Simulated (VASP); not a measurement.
# GaB2As2 (P-4m2) in VASP: single point with PBE

Aim: the single point of GaB2As2 with PBE.

Everything below comes from runs of VASP 6.6.1. Logs are shortened: lines on timing, memory, paths and dates and some standing lists are left out, and cuts for length are marked.

## 1. The cell of the first run

Symmetry: P-4m2, No. 115, tetragonal system. The conventional cell has a = 3.474 Å, b = 3.474 Å, c = 6.873 Å, α = 90.00°, β = 90.00°, γ = 90.00°. Ga (site symmetry -4m2) has 8 As at 2.84 Å and 4 Ga at 3.47 Å within 3.7 Å. Within 3.3 Å of B (site symmetry 2mm) lie 4 B at 2.47 Å and 4 As at 2.56 to 2.76 Å. As (site symmetry 2mm) has 4 B at 2.56 to 2.76 Å and 4 Ga at 2.84 Å and 1 As at 2.85 Å within 3.4 Å.

## 2. Single point, PBE

Contents of INCAR:

```
  PREC = Accurate
  ENCUT = 520
  EDIFF = 1E-6
  ISMEAR = 0
  SIGMA = 0.1
  LREAL = F
  LASPH = T
  NELM = 80
  ALGO = Normal
  ISIF = 2
  LWAVE = F
  LCHARG = F
  GGA = PE
  NBANDS = 22
```

Contents of KPOINTS:

```
regular mesh
0
Gamma
  6 6 4
```

Contents of POSCAR:

```
GaB2As2
1.0
    3.4738966800      0.0000000000      0.0000000000
    0.0000000000      3.4738966800      0.0000000000
    0.0000000000      0.0000000000      6.8727177500
Ga B As
1 2 2
Direct
    0.0000000000      0.0000000000      0.0000000000
    0.0000000000      0.5000000000      0.5196914500
    0.5000000000      0.0000000000      0.4803085500
    0.5000000000      0.5000000000      0.2071391600
    0.5000000000      0.5000000000      0.7928608400
```

Potentials or basis: VASP PAW PBE potentials, release 64 (Ga_d, B, As).

Run with:

```bash
> cat potpaw_PBE.64/Ga_d/POTCAR potpaw_PBE.64/B/POTCAR potpaw_PBE.64/As/POTCAR > POTCAR
> mpirun -np 1 vasp_std > vasp.out
```

OUTCAR:

```text
PREC = Accurate
   ENCUT = 520
   EDIFF = 1E-6
   ISMEAR = 0
   LREAL = F
   LASPH = T
   NELM = 80
   ISIF = 2
   GGA = PE

 ion  position               nearest neighbor table
   1  0.000  0.000  0.000-   4 2.84   5 2.84   4 2.84   5 2.84   4 2.84   5 2.84   4 2.84   5 2.84

   2  0.000  0.500  0.520-
   3  0.500  0.000  0.480-
   4  0.500  0.500  0.207-   1 2.84   1 2.84   1 2.84   1 2.84   5 2.85
   5  0.500  0.500  0.793-   1 2.84   1 2.84   1 2.84   1 2.84   4 2.85

  LATTYP: Found a simple tetragonal cell.
 ALAT       =     3.4738966800
 C/A-ratio  =     1.9783886463

  Lattice vectors:

 A1 = (   3.4738966800,   0.0000000000,   0.0000000000)
 A2 = (   0.0000000000,   3.4738966800,   0.0000000000)
 A3 = (   0.0000000000,   0.0000000000,   6.8727177500)

Analysis of symmetry for initial positions (statically):
=====================================================================
 Subroutine PRICEL returns:
 Original cell was already a primitive cell.

 Routine SETGRP: Setting up the symmetry group for a
 simple tetragonal supercell.

 Subroutine GETGRP returns: Found  8 space group operations
 (whereof  8 operations were pure point group operations)
 out of a pool of 16 trial point group operations.

The static configuration has the point symmetry D_2d.

Analysis of symmetry for dynamics (positions and initial velocities):
=====================================================================
 Subroutine PRICEL returns:
 Original cell was already a primitive cell.

 Routine SETGRP: Setting up the symmetry group for a
 simple tetragonal supercell.

 Subroutine GETGRP returns: Found  8 space group operations
 (whereof  8 operations were pure point group operations)
 out of a pool of 16 trial point group operations.

The dynamic configuration has the point symmetry D_2d.

 Subroutine INISYM returns: Found  8 space group operations
 (whereof  8 operations are pure point group operations),
 and found     1 'primitive' translations

----------------------------------------------------------------------------------------

                                     Primitive cell

  volume of cell :      82.9397

  direct lattice vectors                    reciprocal lattice vectors
     3.473896680  0.000000000  0.000000000     0.287861181  0.000000000  0.000000000
     0.000000000  3.473896680  0.000000000     0.000000000  0.287861181  0.000000000
     0.000000000  0.000000000  6.872717750     0.000000000  0.000000000  0.145502847

  length of vectors
     3.473896680  3.473896680  6.872717750     0.287861181  0.287861181  0.145502847

  position of ions in fractional coordinates (direct lattice)
     0.000000000  0.000000000  0.000000000
     0.000000000  0.500000000  0.519691450
     0.500000000  0.000000000  0.480308550
     0.500000000  0.500000000  0.207139160
     0.500000000  0.500000000  0.792860840

  ion indices of the primitive-cell ions
   primitive index   ion index
                 1           1
                 2           2
                 3           3
                 4           4
                 5           5

----------------------------------------------------------------------------------------

 KPOINTS: regular mesh

Automatic generation of k-mesh.
 Grid dimensions read from file:
 generate k-points for:    6    6    4

 Generating k-lattice:

  Cartesian coordinates                     Fractional coordinates (reciprocal lattice)
     0.047976863  0.000000000  0.000000000     0.166666667  0.000000000  0.000000000
     0.000000000  0.047976863  0.000000000     0.000000000  0.166666667  0.000000000
     0.000000000  0.000000000  0.036375712     0.000000000  0.000000000  0.250000000

  Length of vectors
     0.047976863  0.047976863  0.036375712

  Shift w.r.t. Gamma in fractional coordinates (k-lattice)
     0.000000000  0.000000000  0.000000000

 Subroutine IBZKPT returns following result:
 ===========================================

 Found     30 irreducible k-points:

 Following reciprocal coordinates:
            Coordinates               Weight
  0.000000  0.000000  0.000000      1.000000
  0.166667  0.000000  0.000000      4.000000
  0.333333  0.000000  0.000000      4.000000
  0.500000  0.000000  0.000000      2.000000
  0.166667  0.166667  0.000000      4.000000
  0.333333  0.166667  0.000000      8.000000
[... 16 lines left out ...]
  0.333333  0.000000  0.500000      4.000000
  0.500000  0.000000  0.500000      2.000000
 [... further k-points ...]
   k-points           NKPTS =     30   k-points in BZ     NKDIM =     30   number of bands    NBANDS=     22
   number of dos      NEDOS =    301   number of ions     NIONS =      5
   total plane-waves  NPLWV =  42336
   dimension x,y,z NGX =    28 NGY =   28 NGZ =   54
   dimension x,y,z NGXF=    56 NGYF=   56 NGZF=  108
   ions per type =               1   2   2
   NGX,Y,Z   is equivalent  to a cutoff of  13.40, 13.40, 13.06 a.u.
   NGXF,Y,Z  is equivalent  to a cutoff of  26.80, 26.80, 26.12 a.u.
 SYSTEM =  unknown system
   PREC   = accura    normal or accurate (medium, high low for compatibility)
   ISTART =      0    job   : 0-new  1-cont  2-samecut
   ICHARG =      2    charge: 1-file 2-atom 10-const
   ISPIN  =      1    spin polarized calculation?
   LNONCOLLINEAR =      F non collinear calculations
   LSORBIT =      F    spin-orbit coupling
   LASPH  =      T    aspherical Exc in radial PAW
   ENCUT  =  520.0 eV  38.22 Ry    6.18 a.u.   6.46  6.46 12.78*2*pi/ulx,y,z
   NELM   =     80;   NELMIN=  2; NELMDL= -5     # of ELM steps
   EDIFF  = 0.1E-05   stopping-criterion for ELM
   LREAL  =      F    real-space projection
   EDIFFG = 0.1E-04   stopping-criterion for IOM
   NSW    =      0    number of steps for IOM
   IBRION =     -1    ionic relax: 0-MD 1-quasi-New 2-CG
   NFREE  =      0    steps in history (QN), initial steepest desc. (CG)
   ISIF   =      2    stress and relaxation
   ISYM   =      2    0-nonsym 1-usesym 2-fastsym
   POTIM  = 0.5000    time-step for ionic-motion
   TEBEG  =    0.0;   TEEND  =   0.0 temperature during run
   PSTRESS=    0.0 pullay stress
   NELECT =      29.0000    total number of electrons
   NUPDOWN=      -1.0000    fix difference up-down
   EMIN   =  10.00;   EMAX   =-10.00  energy-range for DOS
   EFERMI =   0.00;   METHOD = LEGACY
   ISMEAR =     0;   SIGMA  =   0.10  broadening in eV -4-tet -1-fermi 0-gaus
   EFERMI_NEDOS =   21; number of points for ismear=-14 and -15
   IALGO  =     38    algorithm
   IMIX   =      4    mixing-type and parameters
     AMIX     =   0.40;   BMIX     =  1.00
     AMIX_MAG =   1.60;   BMIX_MAG =  1.00
  volume/ion in A,a.u.               =      16.59       111.94
  Fermi-wavevector in a.u.,A,eV,Ry     =   1.153329  2.179477 18.098047  1.330169
  Thomas-Fermi vector in A             =   2.289974
   LORBIT       =      0    0 simple, 1 ext, 2 COOP (PROOUT), +10 PAW based schemes
   GGA     = PE    functional components
   LHFCALC =     F    Hartree Fock is set to
   AEXX    =    0.0000 exact exchange contribution
   IVDW    =     0    specifies the selected vdW correction
   LEPSILON=     F    determine dielectric tensor
   LRPA    =     F    only Hartree local field effects (RPA)
 non-spin polarized calculation
 Gauss-broadening in eV      SIGMA  =   0.10
  energy-cutoff  :      520.00
  volume of cell :       82.94
 maximum number of plane-waves:      2265
 NGX is ok and might be reduce to    28
   NGX = 13   NGY = 13   NGZ = 25

 number of electron      29.0000000 magnetization

 Free energy of the ion-electron system (eV)
  ---------------------------------------------------
  ext. energy  EPLUGINS =         0.00000000
  ---------------------------------------------------
  free energy    TOTEN  =       -19.83331274 eV

  energy without entropy =      -19.82194558  energy(sigma->0) =      -19.82762916

 E-fermi :   4.7977     XC(G=0): -10.4699

 val. band max:        4.7914644912   @ k =   0.1667   0.1667   0.2500
 cond. band min:       4.8179863478   @ k =   0.1667   0.0000   0.2500
 fundamental gap:      0.0265218566
 Fermi energy:         4.7977270292

 k-point     1 :       0.0000    0.0000    0.0000
  band No.  band energies     occupation
      1     -10.0753      2.00000
      2     -10.0657      2.00000
      3     -10.0243      2.00000
      4     -10.0243      2.00000
      5     -10.0146      2.00000
      6      -8.7500      2.00000
[... 14 lines left out ...]
     21      10.2823      0.00000
     22      10.7205      0.00000

 k-point     2 :       0.1667    0.0000    0.0000
  band No.  band energies     occupation
      1     -10.0675      2.00000
      2     -10.0463      2.00000
      3     -10.0440      2.00000
      4     -10.0238      2.00000
      5     -10.0224      2.00000
      6      -8.4881      2.00000
[... 14 lines left out ...]
     21      10.3285      0.00000
     22      10.3846      0.00000

 k-point     3 :       0.3333    0.0000    0.0000
  band No.  band energies     occupation
      1     -10.0808      2.00000
      2     -10.0580      2.00000
      3     -10.0420      2.00000
      4     -10.0187      2.00000
      5     -10.0065      2.00000
      6      -7.7913      2.00000
[... 14 lines left out ...]
     21       9.2701      0.00000
     22      10.0374      0.00000

 k-point     4 :       0.5000    0.0000    0.0000
  band No.  band energies     occupation
      1     -10.0980      2.00000
      2     -10.0538      2.00000
      3     -10.0511      2.00000
      4     -10.0169      2.00000
      5      -9.9878      2.00000
      6      -7.2624      2.00000
[... 14 lines left out ...]
     21       9.3204      0.00000
     22       9.5043      0.00000

 k-point     5 :       0.1667    0.1667    0.0000
  band No.  band energies     occupation
      1     -10.0510      2.00000
      2     -10.0490      2.00000
      3     -10.0468      2.00000
      4     -10.0329      2.00000
      5     -10.0305      2.00000
      6      -8.2176      2.00000
[... 417 lines left out ...]
 k-point    22 :       0.1667    0.0000    0.5000
  band No.  band energies     occupation
      1     -10.0674      2.00000
      2     -10.0462      2.00000
      3     -10.0452      2.00000
      4     -10.0238      2.00000
      5     -10.0225      2.00000
      6      -8.1457      2.00000
[... 14 lines left out ...]
     21      10.5188      0.00000
     22      10.6087      0.00000

 k-point    23 :       0.3333    0.0000    0.5000
  band No.  band energies     occupation
      1     -10.0831      2.00000
      2     -10.0580      2.00000
      3     -10.0420      2.00000
      4     -10.0187      2.00000
      5     -10.0064      2.00000
      6      -7.4510      2.00000
[... 14 lines left out ...]
     21       9.6830      0.00000
     22      10.2730      0.00000

 k-point    24 :       0.5000    0.0000    0.5000
  band No.  band energies     occupation
      1     -10.1004      2.00000
      2     -10.0538      2.00000
      3     -10.0510      2.00000
      4     -10.0169      2.00000
      5      -9.9876      2.00000
      6      -6.9311      2.00000
[... 14 lines left out ...]
     21       9.2943      0.00000
     22      10.2918      0.00000

 [... further k-points ...]
[... 5 lines left out ...]
  --------------------------------------------------------------------------------------
  -------------------------------------------------------------------------------------
  Total       -6.2210041     -6.2210041     -4.3557261      0.0000000      0.0000000     -0.0000000
  in kB     -120.1735148   -120.1735148    -84.1412270      0.0000000      0.0000000     -0.0000000
  external PRESSURE =    -108.1627522 kB  Pullay stress =       0.0000000 kB

 VOLUME and BASIS-vectors are now :
 -----------------------------------------------------------------------------
  energy-cutoff  :      520.00
  volume of cell :       82.94
      direct lattice vectors                 reciprocal lattice vectors
     3.473896680  0.000000000  0.000000000     0.287861181  0.000000000  0.000000000
     0.000000000  3.473896680  0.000000000     0.000000000  0.287861181  0.000000000
     0.000000000  0.000000000  6.872717750     0.000000000  0.000000000  0.145502847

 POSITION                                       TOTAL-FORCE (eV/Angst)
 -----------------------------------------------------------------------------------
      0.00000      0.00000      0.00000         0.000000     -0.000000      0.000000
      0.00000      1.73695      3.57169        -0.000000     -0.000000      0.076363
      1.73695      0.00000      3.30103        -0.000000     -0.000000     -0.076363
      1.73695      1.73695      1.42361        -0.000000      0.000000      2.113464
      1.73695      1.73695      5.44911        -0.000000     -0.000000     -2.113464
 -----------------------------------------------------------------------------------
    total drift:                               -0.000000      0.000000     -0.000000

  FREE ENERGIE OF THE ION-ELECTRON SYSTEM (eV)
  ---------------------------------------------------
  free  energy   TOTEN  =       -19.8333127425 eV

  energy  without entropy=      -19.8219455810  energy(sigma->0) =      -19.82762916
```

It took 87 s on 1 thread of AMD EPYC 7R13 (Zen 3), shared host; peak memory 0.19 GiB.

What came out:

```
Free energy   : -19.8333 eV
Pressure      : -10.8 GPa
Largest force : 2.113 eV/Å
```

Forces on the atoms (eV/Å):
```
Ga   0.000  0.000  0.000
B    0.000  0.000  0.076
B    0.000  0.000 -0.076
As   0.000  0.000  2.113
As   0.000  0.000 -2.113
```

Stress tensor (GPa, compression positive):
```
-12.02   0.00   0.00
  0.00 -12.02   0.00
  0.00   0.00  -8.41
```

Caveat: forces of over 1 eV/Å act on the atoms, so gaps and moduli don't describe the material at rest.
